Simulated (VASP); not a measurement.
# Zn15Se16 (a cell with a defect): single point with PBEsol

Crystal: Zn15Se16 (a cell with a defect).

```
Zn Se
1.0
    -5.63325    5.63325   -5.63325
     5.63325    5.63325    5.63325
     5.63325   -5.63325   -5.63325
Zn Se
15 16
Direct
  0.02448 0.44480 0.50000
  0.50476 0.25395 0.26394
  0.76061 0.75092 0.50000
  0.25437 0.50966 0.25408
  0.50296 0.01183 0.50000
  0.99715 0.76238 0.25896
  0.75095 0.25607 0.00334
  0.48802 0.48508 0.98619
  0.74866 0.98760 0.24191
  0.00675 0.24569 0.75809
  0.24760 0.75272 0.99666
  0.00182 0.99888 0.01381
  0.74082 0.49001 0.73606
  0.50029 0.75558 0.74592
  0.23818 0.00342 0.74104
  0.24344 0.24805 0.73226
  0.00003 0.49382 0.74946
  0.48386 0.25038 0.50000
  0.75525 0.75340 0.75163
  0.27589 0.49251 0.50000
  0.49940 0.00715 0.75135
  0.00326 0.73300 0.50000
  0.75057 0.24436 0.25054
  0.50362 0.50177 0.24837
  0.74993 0.99865 0.50000
  0.00121 0.25098 0.00721
  0.24805 0.75580 0.24865
  0.01118 0.01579 0.26774
  0.75186 0.50474 0.99917
  0.49400 0.74377 0.99279
  0.25269 0.00557 0.00083
```

```json
{"Program": "VASP 6.6.1", "Task": "single point", "Functional": "PBEsol", "Potentials or basis": "VASP PAW PBE potentials, release 64 (Zn, Se)", "Cutoff": "520 eV", "k mesh": "2 × 2 × 2, shifted", "Occupations": "gaussian, width 0.02 eV", "Spin": "no spin polarisation", "Dipole correction": "no", "Charge": "-2", "Further INCAR settings": "LREAL = Auto; ALGO = Normal; EDIFF = 1e-06; NBANDS = 159; NELECT = 278.0"}
```

| Quantity | Value |
| --- | --- |
| Largest force | 0.769 eV/Å |

Forces on the atoms (eV/Å):
```
Zn   0.492  0.329  0.492
Zn  -0.008  0.002  0.018
Zn  -0.016 -0.021 -0.016
Zn   0.032 -0.036 -0.045
Zn  -0.021 -0.002 -0.021
Zn  -0.052  0.000 -0.003
Zn  -0.042  0.007  0.003
Zn  -0.001 -0.022 -0.010
Zn  -0.025  0.028 -0.049
Zn  -0.049  0.028 -0.025
Zn   0.003  0.007 -0.042
Zn  -0.010 -0.022 -0.001
Zn   0.018  0.002 -0.008
Zn  -0.045 -0.036  0.032
Zn  -0.003  0.000 -0.052
Se  -0.060  0.020 -0.020
Se   0.055 -0.033 -0.036
Se  -0.003 -0.025 -0.003
Se  -0.009 -0.003 -0.002
Se  -0.053 -0.131 -0.053
Se  -0.033 -0.021 -0.006
Se  -0.045 -0.030 -0.045
Se  -0.036 -0.033  0.055
Se  -0.002 -0.003 -0.009
Se  -0.021  0.009 -0.021
Se  -0.028  0.007  0.000
Se  -0.006 -0.021 -0.033
Se  -0.020  0.020 -0.060
Se  -0.009 -0.013 -0.003
Se   0.000  0.007 -0.028
Se  -0.003 -0.013 -0.009
```

Levels at points of the mesh, in eV from the Fermi level:
```
           k point  band 136  band 137  band 138  band 139  band 140  band 141  band 142  band 143
(0.25, 0.25, 0.25)     -0.52     -0.25     -0.18     -0.14      2.56      2.63      2.64      2.89
```

Run time: 12 min on 1 thread of AMD EPYC 9R45 96-Core Processor (Zen 5) (shared host), peak memory 1 GiB.

Caveat: the cell carries a net charge on a neutralising background, which shifts energy and pressure; the cell is charged against a uniform background, so pressure and absolute levels hang on convention; the PAW data sets were made with another functional, which shifts forces and pressure a little.
